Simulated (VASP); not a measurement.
# MoW14 (a cell with a defect) in VASP: single point with PBE

Aim: the single point of MoW14 (a cell with a defect) with PBE.

Program: VASP 6.6.1. These are calculated values, not measurements. Logs are shortened: lines on timing, memory, paths and dates and some standing lists are left out, and cuts for length are marked.

## Step 1: The cell of the first run

The cell holds a defect, 15 atoms: a = 6.320 Å, b = 6.320 Å, c = 6.320 Å, α = 90.00°, β = 90.00°, γ = 90.00°.

## Step 2: Single point, PBE

Contents of INCAR:

```
ALGO = Normal
EDIFF = 1E-6
ENCUT = 520
GGA = PE
ISIF = 2
ISMEAR = 0
LASPH = T
LCHARG = F
LREAL = Auto
LWAVE = F
NBANDS = 118
NELM = 80
PREC = Accurate
SIGMA = 0.1
```

Contents of KPOINTS:

```
k-points
0
Gamma
  3 3 3
```

Contents of POSCAR:

```
MoW14
1.0
    6.3200000000      0.0000000000      0.0000000000
    0.0000000000      6.3200000000      0.0000000000
    0.0000000000      0.0000000000      6.3200000000
W Mo
14 1
Direct
   -0.0003425633     -0.0001284810     -0.0001248418
    0.4990824367     -0.0003808544     -0.0004060127
   -0.0006474684      0.4994748418     -0.0003775316
   -0.0006386076     -0.0003675633      0.4994020570
    0.4988661392      0.4991675633     -0.0002950949
    0.4987838608     -0.0002479430      0.4990775316
    0.7473405063      0.2513329114      0.2512973101
   -0.0009631329      0.4990743671      0.4990113924
    0.2510327532      0.7476591772      0.2513629747
    0.2509357595      0.2513618671      0.7476049051
    0.7460340190      0.7464545886      0.2523631329
    0.7460139241      0.2522867089      0.7464468354
    0.2520346519      0.7463436709      0.7462925633
    0.7471311709      0.7474893987      0.7475101266
    0.2518667722      0.2522705696      0.2521734177
```

Potentials or basis: VASP PAW PBE potentials, release 64 (W_sv, Mo_sv).

Command:

```
$ cat potpaw_PBE.64/W_sv/POTCAR potpaw_PBE.64/Mo_sv/POTCAR > POTCAR
$ mpirun -np 1 vasp_std > vasp.out
```

OUTCAR:

```text
EDIFF = 1E-6
   ENCUT = 520
   GGA = PE
   ISIF = 2
   ISMEAR = 0
   LASPH = T
   LREAL = Auto
   NELM = 80
   PREC = Accurate

 ion  position               nearest neighbor table
   1  1.000  1.000  1.000-  10 2.76   9 2.76   7 2.76  15 2.76  14 2.76  12 2.77  13 2.77  11 2.77
                             2 3.16   4 3.16   3 3.16   3 3.16   4 3.16   2 3.16
   2  0.499  1.000  1.000-   7 2.74   9 2.74  10 2.74  14 2.74  15 2.75  12 2.75  11 2.75  13 2.75
                             1 3.16   6 3.16   5 3.16   5 3.16   6 3.16   1 3.16
   3  0.999  0.499  1.000-   9 2.74  10 2.74   7 2.74  15 2.75  14 2.75  13 2.75  11 2.75  12 2.75
                             8 3.16   5 3.16   1 3.16   1 3.16   5 3.16   8 3.16
   4  0.999  1.000  0.499-  10 2.74   9 2.74   7 2.74  15 2.75  14 2.75  13 2.75  12 2.75  11 2.75
                             6 3.16   8 3.16   1 3.16   1 3.16   8 3.16   6 3.16
   5  0.499  0.499  1.000-  15 2.72  11 2.73  12 2.73  13 2.73  10 2.73   7 2.73   9 2.73  14 2.73
                             3 3.16   2 3.16   2 3.16   3 3.16
   6  0.499  1.000  0.499-  15 2.72  12 2.73  11 2.73  13 2.73   9 2.73   7 2.73  10 2.73  14 2.73
                             4 3.16   2 3.16   2 3.16   4 3.16
   7  0.747  0.251  0.251-   8 2.73   5 2.73   6 2.73   2 2.74   4 2.74   3 2.74   1 2.76  11 3.13
                            12 3.13  15 3.13  15 3.19  12 3.19  11 3.19
   8  0.999  0.499  0.499-  15 2.72  11 2.73   7 2.73  12 2.73  13 2.73  10 2.73   9 2.73  14 2.73
                             3 3.16   4 3.16   4 3.16   3 3.16
   9  0.251  0.748  0.251-   6 2.73   5 2.73   8 2.73   3 2.74   4 2.74   2 2.74   1 2.76  13 3.13
                            11 3.13  15 3.13  15 3.19  11 3.19  13 3.19
  10  0.251  0.251  0.748-   5 2.73   6 2.73   8 2.73   4 2.74   3 2.74   2 2.74   1 2.76  13 3.13
                            12 3.13  15 3.13  15 3.19  12 3.19  13 3.19
  11  0.746  0.746  0.252-   8 2.73   5 2.73   6 2.73   2 2.75   3 2.75   4 2.75   1 2.77   9 3.13
                             7 3.13  14 3.13  14 3.19   7 3.19   9 3.19
  12  0.746  0.252  0.746-   6 2.73   8 2.73   5 2.73   2 2.75   4 2.75   3 2.75   1 2.77  10 3.13
                             7 3.13  14 3.13  14 3.19   7 3.19  10 3.19
  13  0.252  0.746  0.746-   6 2.73   5 2.73   8 2.73   4 2.75   3 2.75   2 2.75   1 2.77   9 3.13
                            10 3.13  14 3.13  14 3.19  10 3.19   9 3.19
  14  0.747  0.747  0.748-   5 2.73   8 2.73   6 2.73   2 2.74   3 2.75   4 2.75   1 2.76  13 3.13
                            11 3.13  12 3.13  12 3.19  11 3.19  13 3.19
  15  0.252  0.252  0.252-   6 2.72   5 2.72   8 2.72   3 2.75   4 2.75   2 2.75   1 2.76   9 3.13
                            10 3.13   7 3.13   7 3.19  10 3.19   9 3.19

  LATTYP: Found a simple cubic cell.
 ALAT       =     6.3200000000

  Lattice vectors:

 A1 = (   6.3200000000,   0.0000000000,   0.0000000000)
 A2 = (   0.0000000000,   6.3200000000,   0.0000000000)
 A3 = (   0.0000000000,   0.0000000000,   6.3200000000)

Analysis of symmetry for initial positions (statically):
=====================================================================
 Subroutine PRICEL returns:
 Original cell was already a primitive cell.

 Routine SETGRP: Setting up the symmetry group for a
 simple cubic supercell.

 Subroutine GETGRP returns: Found  1 space group operations
 (whereof  1 operations were pure point group operations)
 out of a pool of 48 trial point group operations.

The static configuration has the point symmetry C_1 .

Analysis of symmetry for dynamics (positions and initial velocities):
=====================================================================
 Subroutine PRICEL returns:
 Original cell was already a primitive cell.

 Routine SETGRP: Setting up the symmetry group for a
 simple cubic supercell.

 Subroutine GETGRP returns: Found  1 space group operations
 (whereof  1 operations were pure point group operations)
 out of a pool of 48 trial point group operations.

The dynamic configuration has the point symmetry C_1 .

 Subroutine INISYM returns: Found  1 space group operations
 (whereof  1 operations are pure point group operations),
 and found     1 'primitive' translations

----------------------------------------------------------------------------------------

                                     Primitive cell

  volume of cell :     252.4360

  direct lattice vectors                    reciprocal lattice vectors
     6.320000000  0.000000000  0.000000000     0.158227848  0.000000000  0.000000000
     0.000000000  6.320000000  0.000000000     0.000000000  0.158227848  0.000000000
     0.000000000  0.000000000  6.320000000     0.000000000  0.000000000  0.158227848

  length of vectors
     6.320000000  6.320000000  6.320000000     0.158227848  0.158227848  0.158227848

  position of ions in fractional coordinates (direct lattice)
     0.999657437  0.999871519  0.999875158
     0.499082437  0.999619146  0.999593987
     0.999352532  0.499474842  0.999622468
     0.999361392  0.999632437  0.499402057
     0.498866139  0.499167563  0.999704905
     0.498783861  0.999752057  0.499077532
     0.747340506  0.251332911  0.251297310
     0.999036867  0.499074367  0.499011392
     0.251032753  0.747659177  0.251362975
     0.250935760  0.251361867  0.747604905
     0.746034019  0.746454589  0.252363133
     0.746013924  0.252286709  0.746446835
     0.252034652  0.746343671  0.746292563
     0.747131171  0.747489399  0.747510127
     0.251866772  0.252270570  0.252173418

  ion indices of the primitive-cell ions
   primitive index   ion index
                 1           1
                 2           2
                 3           3
                 4           4
                 5           5
                 6           6
                 7           7
                 8           8
                 9           9
                10          10
                11          11
                12          12
                13          13
                14          14
                15          15

----------------------------------------------------------------------------------------

 KPOINTS: k-points

Automatic generation of k-mesh.
 Grid dimensions read from file:
 generate k-points for:    3    3    3

 Generating k-lattice:

  Cartesian coordinates                     Fractional coordinates (reciprocal lattice)
     0.052742616  0.000000000  0.000000000     0.333333333  0.000000000  0.000000000
     0.000000000  0.052742616  0.000000000     0.000000000  0.333333333  0.000000000
     0.000000000  0.000000000  0.052742616     0.000000000  0.000000000  0.333333333

  Length of vectors
     0.052742616  0.052742616  0.052742616

  Shift w.r.t. Gamma in fractional coordinates (k-lattice)
     0.000000000  0.000000000  0.000000000

 Subroutine IBZKPT returns following result:
 ===========================================

 Found     14 irreducible k-points:

 Following reciprocal coordinates:
            Coordinates               Weight
  0.000000  0.000000  0.000000      1.000000
  0.333333  0.000000  0.000000      2.000000
  0.000000  0.333333  0.000000      2.000000
  0.000000  0.000000  0.333333      2.000000
  0.333333  0.333333  0.000000      2.000000
  0.000000  0.333333  0.333333      2.000000
  0.333333  0.000000  0.333333      2.000000
 -0.333333  0.333333  0.000000      2.000000
 -0.333333  0.000000  0.333333      2.000000
  0.000000 -0.333333  0.333333      2.000000
  0.333333  0.333333  0.333333      2.000000
 -0.333333  0.333333  0.333333      2.000000
 -0.333333 -0.333333  0.333333      2.000000
  0.333333 -0.333333  0.333333      2.000000
   k-points           NKPTS =     14   k-points in BZ     NKDIM =     14   number of bands    NBANDS=    118
   number of dos      NEDOS =    301   number of ions     NIONS =     15
   total plane-waves  NPLWV = 110592
   dimension x,y,z NGX =    48 NGY =   48 NGZ =   48
   dimension x,y,z NGXF=    96 NGYF=   96 NGZF=   96
   ions per type =              14   1
   NGX,Y,Z   is equivalent  to a cutoff of  12.63, 12.63, 12.63 a.u.
   NGXF,Y,Z  is equivalent  to a cutoff of  25.25, 25.25, 25.25 a.u.
 SYSTEM =  unknown system
   PREC   = accura    normal or accurate (medium, high low for compatibility)
   ISTART =      0    job   : 0-new  1-cont  2-samecut
   ICHARG =      2    charge: 1-file 2-atom 10-const
   ISPIN  =      1    spin polarized calculation?
   LNONCOLLINEAR =      F non collinear calculations
   LSORBIT =      F    spin-orbit coupling
   LASPH  =      T    aspherical Exc in radial PAW
   ENCUT  =  520.0 eV  38.22 Ry    6.18 a.u.  11.75 11.75 11.75*2*pi/ulx,y,z
   NELM   =     80;   NELMIN=  2; NELMDL= -5     # of ELM steps
   EDIFF  = 0.1E-05   stopping-criterion for ELM
   LREAL  =      T    real-space projection
   EDIFFG = 0.1E-04   stopping-criterion for IOM
   NSW    =      0    number of steps for IOM
   IBRION =     -1    ionic relax: 0-MD 1-quasi-New 2-CG
   NFREE  =      0    steps in history (QN), initial steepest desc. (CG)
   ISIF   =      2    stress and relaxation
   ISYM   =      2    0-nonsym 1-usesym 2-fastsym
   POTIM  = 0.5000    time-step for ionic-motion
   TEBEG  =    0.0;   TEEND  =   0.0 temperature during run
   PSTRESS=    0.0 pullay stress
   NELECT =     210.0000    total number of electrons
   NUPDOWN=      -1.0000    fix difference up-down
   EMIN   =  10.00;   EMAX   =-10.00  energy-range for DOS
   EFERMI =   0.00;   METHOD = LEGACY
   ISMEAR =     0;   SIGMA  =   0.10  broadening in eV -4-tet -1-fermi 0-gaus
   EFERMI_NEDOS =   21; number of points for ismear=-14 and -15
   IALGO  =     38    algorithm
   IMIX   =      4    mixing-type and parameters
     AMIX     =   0.40;   BMIX     =  1.00
     AMIX_MAG =   1.60;   BMIX_MAG =  1.00
  volume/ion in A,a.u.               =      16.83       113.57
  Fermi-wavevector in a.u.,A,eV,Ry     =   1.539681  2.909576 32.254225  2.370619
  Thomas-Fermi vector in A             =   2.645875
   LORBIT       =      0    0 simple, 1 ext, 2 COOP (PROOUT), +10 PAW based schemes
   GGA     = PE    functional components
   LHFCALC =     F    Hartree Fock is set to
   AEXX    =    0.0000 exact exchange contribution
   IVDW    =     0    specifies the selected vdW correction
   LEPSILON=     F    determine dielectric tensor
   LRPA    =     F    only Hartree local field effects (RPA)
 non-spin polarized calculation
 Gauss-broadening in eV      SIGMA  =   0.10
  energy-cutoff  :      520.00
  volume of cell :      252.44
 maximum number of plane-waves:      6859
   NGX = 23   NGY = 23   NGZ = 23

 number of electron     210.0000005 magnetization

 Free energy of the ion-electron system (eV)
  ---------------------------------------------------
  ext. energy  EPLUGINS =         0.00000000
  ---------------------------------------------------
  free energy    TOTEN  =      -188.89281739 eV

  energy without entropy =     -188.82074473  energy(sigma->0) =     -188.85678106

 E-fermi :  10.2924     XC(G=0): -13.1987

 val. band max:       10.2432015948   @ k =   0.0000   0.0000   0.0000
 cond. band min:      10.3031314826   @ k =   0.0000   0.3333   0.0000
 fundamental gap:      0.0599298878
 Fermi energy:        10.2924403482

 k-point     1 :       0.0000    0.0000    0.0000
  band No.  band energies     occupation
      1     -63.5844      2.00000
      2     -63.5265      2.00000
      3     -63.5257      2.00000
      4     -63.5048      2.00000
      5     -63.4909      2.00000
      6     -63.4790      2.00000
[... 109 lines left out ...]
    116      11.9203      0.00000
    117      12.1906      0.00000
[... 1558 lines left out ...]
    116      12.6090      0.00000
    117      12.7046      0.00000
 [bands above 117 left out]

------------------------ aborting loop because EDIFF is reached ----------------------------------------

  FORCE on cell =-STRESS in cart. coord.  units (eV):
  Direction    XX          YY          ZZ          XY          YZ          ZX
  --------------------------------------------------------------------------------------
  -------------------------------------------------------------------------------------
  Total       -0.5947595     -0.5982654     -0.5994074      0.0936133      0.0892944      0.0933774
  in kB       -3.7748588     -3.7971104     -3.8043584      0.5941510      0.5667398      0.5926539
  external PRESSURE =      -3.7921092 kB  Pullay stress =       0.0000000 kB

 VOLUME and BASIS-vectors are now :
 -----------------------------------------------------------------------------
  energy-cutoff  :      520.00
  volume of cell :      252.44
      direct lattice vectors                 reciprocal lattice vectors
     6.320000000  0.000000000  0.000000000     0.158227848  0.000000000  0.000000000
     0.000000000  6.320000000  0.000000000     0.000000000  0.158227848  0.000000000
     0.000000000  0.000000000  6.320000000     0.000000000  0.000000000  0.158227848

 POSITION                                       TOTAL-FORCE (eV/Angst)
 -----------------------------------------------------------------------------------
      6.31783      6.31919      6.31921        -0.010024     -0.002880     -0.005862
      3.15420      6.31759      6.31743         0.004486      0.005528      0.002348
      6.31591      3.15668      6.31761        -0.003255     -0.000049     -0.003120
      6.31596      6.31768      3.15622        -0.006868      0.000669      0.005624
      3.15283      3.15474      6.31814        -0.010955     -0.009014     -0.010440
      3.15231      6.31843      3.15417        -0.001317     -0.010046     -0.001478
      4.72319      1.58842      1.58820        -0.016388      0.010224      0.011247
      6.31391      3.15415      3.15375         0.015407      0.001855      0.007158
      1.58653      4.72521      1.58861         0.006810     -0.012561      0.007574
      1.58591      1.58861      4.72486         0.014611      0.012009     -0.009824
      4.71494      4.71759      1.59493        -0.001107     -0.005898      0.002648
      4.71481      1.59445      4.71754        -0.000668      0.009711     -0.008849
      1.59286      4.71689      4.71657         0.001856     -0.002169      0.001000
      4.72187      4.72413      4.72426        -0.005584     -0.006677     -0.010878
      1.59180      1.59435      1.59374         0.012997      0.009297      0.012851
 -----------------------------------------------------------------------------------
    total drift:                                0.005185      0.002700      0.002735

  FREE ENERGIE OF THE ION-ELECTRON SYSTEM (eV)
  ---------------------------------------------------
  free  energy   TOTEN  =      -188.8928173924 eV

  energy  without entropy=     -188.8207447272  energy(sigma->0) =     -188.85678106
```

Wall time 28 min (1 thread of Intel Xeon 8259CL, shared host); peak memory 0.49 GiB.

What came out:

```
Free energy   : -188.8928 eV
Pressure      : -0.4 GPa
Largest force : 0.022 eV/Å
```

Forces in eV/Å, atoms in the order of the input:
```
W   -0.010 -0.003 -0.006
W    0.004  0.006  0.002
W   -0.003  0.000 -0.003
W   -0.007  0.001  0.006
W   -0.011 -0.009 -0.010
W   -0.001 -0.010 -0.001
W   -0.016  0.010  0.011
W    0.015  0.002  0.007
W    0.007 -0.013  0.008
W    0.015  0.012 -0.010
W   -0.001 -0.006  0.003
W   -0.001  0.010 -0.009
W    0.002 -0.002  0.001
W   -0.006 -0.007 -0.011
Mo   0.013  0.009  0.013
```

Stress tensor (GPa, compression positive):
```
-0.38  0.06  0.06
 0.06 -0.38  0.06
 0.06  0.06 -0.38
```

Caveat: spin-orbit coupling is left out, which moves the levels of the heavy elements.
